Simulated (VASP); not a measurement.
Runs of VASP 6.6.1 on Ti. The structure is that of space group Fd-3m (No. 227), or close to it. The cells are those of the table. 

```tsv
task	cell	k mesh	cutoff (eV)	gap on the mesh (eV)	pressure (GPa)
single point	a = 3.982 Å, angles 60.0°, 2 atoms	11 × 11 × 11	520	none	(a)
single point	a = 3.923 Å, angles 60.0°, 2 atoms	11 × 11 × 11	520	none	4.7
relaxation of cell and atoms	relaxed from a = 4.070 Å, angles 60.0°, 2 atoms	10 × 10 × 10	600	none	0.0
single point	a = 4.094 Å, angles 60.0°, 2 atoms	11 × 11 × 11	520	none	0.1
single point	a = 4.094 Å, angles 60.0°, 2 atoms	10 × 10 × 10	520	none	0.1
single point	a = 4.094 Å, angles 60.0°, 2 atoms	15 × 15 × 15	520	none	0.0
```

Alike in all rows: level revPBE; potentials or basis VASP PAW PBE potentials, release 64 (Ti_sv); no spin polarisation; smearing fermi-dirac 0.1 eV.

Problem. Fill in the values left out.

Solution. (a) 2.8.

Caveats: the PAW data sets were made with another functional, which shifts forces and pressure a little.

A gap of «none» marks levels without a gap at the run's occupations.
